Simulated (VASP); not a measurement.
Here is a VASP 6.6.1 calculation.

Contents of INCAR:

```
ALGO = Normal
EDIFF = 1E-6
ENCUT = 520
GGA = PS
ISIF = 2
ISMEAR = 0
LASPH = True
LCHARG = False
LREAL = False
LWAVE = False
NBANDS = 20
NELM = 60
PREC = Accurate
SIGMA = 0.05
```

The input KPOINTS:

```
k-points
0
Gamma
  8 8 8
```

Contents of POSCAR:

```
CdF2
1.0
    0.0000000000      2.5285613461      2.6853321495
    2.5285613461      0.0000000000      2.6853321495
    2.5285613461      2.5285613461      0.0000000000
Cd F
1 2
Direct
    0.0000000000      0.0000000000      0.0000000000
    0.2500000000      0.2500000000      0.2500000000
    0.7500000000      0.7500000000      0.7500000000
```

Potentials or basis: VASP PAW PBE potentials, release 64 (Cd, F).

The run is started by

```bash
$ cat potpaw_PBE.64/Cd/POTCAR potpaw_PBE.64/F/POTCAR > POTCAR
$ mpirun -np 1 vasp_std > vasp.out
```

Question: Predict the pressure.

Answer: 20.4 GPa.

Question: Estimate the band gap on the k mesh.

Answer: 3.27 eV (least direct gap 3.49 eV).

Stress tensor (GPa, compression positive):
```
22.69  0.00  0.00
 0.00 22.69  0.00
 0.00  0.00 15.86
```

Caveat: the stress differs along the axes, from 16 to 23 GPa; the PAW data sets were made with another functional, which shifts forces and pressure a little. A k mesh can miss the band edges.
